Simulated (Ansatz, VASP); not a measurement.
# One calculation of Zr2Ta3O2, two programs

```
CELL_PARAMETERS angstrom
3.00137 1.73284 4.68552
-3.00137 1.73284 4.68552
0.00000 -3.46569 4.68552
ATOMIC_POSITIONS crystal
Zr 0.00000 0.00000 0.00000
Zr 0.50000 0.50000 0.50000
Ta 0.00000 0.00000 0.50000
Ta 0.50000 0.00000 0.00000
Ta 0.00000 0.50000 0.00000
O 0.75407 0.75407 0.75407
O 0.24593 0.24593 0.24593
```

Change from the starting cell: species swapped into the Tl2Pd3S2 type (R-3m, No. 166).

Alike in both runs: functional PBE; k mesh 4 × 4 × 4; occupations gaussian, width 0.2 eV; no spin polarisation.

Ansatz relaxed the structure, and its values are those at the end. VASP's run is a single point on that final structure, the one shown.

```csv
,VASP,Ansatz
version,VASP 6.6.1,Ansatz 0.2.0
potentials or method,"VASP PAW PBE potentials, release 64 (Zr_sv, Ta_pv, O), cutoff 600 eV","scalar-relativistic, plane waves, PAW"
valence electrons in the cell,69,75
```

VASP gave:

| Item | Value |
| --- | --- |
| gap on the k mesh at the Fermi level (eV) | none |
| pressure (GPa) | 0.2 |
| rms of the force components (eV/Å) | 0.022 |

Q: Which values does Ansatz return?

A: gap on the k mesh at the Fermi level (eV): none; pressure (GPa): 0.0; rms of the force components (eV/Å): 0.001.

A gap of «none» marks a metal or a gap that the smearing closes. The functional is the same, so the differences come from potentials, cutoffs and numerics. VASP's potentials hold 69 valence electrons a cell and Ansatz's 75, so a difference there can come from the potentials and not from the codes.

Neither program's run includes spin-orbit coupling.
